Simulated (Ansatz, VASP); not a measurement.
**One calculation of AgCl, two programs**

```xyz
4
Lattice="3.9798 0.0000 0.0393 0.0000 4.1023 0.0000 -0.5008 0.0000 5.7229" Properties=species:S:1:pos:R:3 pbc="T T T"
Ag    0.6002    1.0256    1.2159
Ag    2.8788    3.0767    4.5463
Cl    2.7353    3.0767    1.5855
Cl    0.7436    1.0256    4.1767
```

Alike in both runs: task single point; functional PBE; k mesh 8 × 8 × 6; occupations gaussian, width 0.02 eV; no spin polarisation.

```csv
,VASP,Ansatz
version,VASP 6.6.1,Ansatz 0.2.0
potentials or method,"VASP PAW PBE potentials, release 64 (Ag, Cl), cutoff 500 eV","scalar-relativistic, plane waves, PAW"
valence electrons in the cell,36,52
```

|  | VASP | Ansatz | Ansatz less VASP |
| --- | --- | --- | --- |
| gap on the k mesh at the Fermi level (eV) | 0.88 | 0.88 | +0.001 |
| least direct gap on the mesh (eV) | 2.08 | 2.08 | +0.001 |
| pressure (GPa) | -2.5 | -2.4 | +0.10 |
| traceless stress, the component that is largest in VASP (GPa) | 0.26 | 0.26 | -0.002 |
| rms of the force components (eV/Å) | 0.096 | 0.095 | -0.0010 |

Atom by atom the forces differ by 0.003 eV/Å (rms over components). VASP's potentials hold 36 valence electrons a cell and Ansatz's 52, so a difference there can come from the potentials and not from the codes.
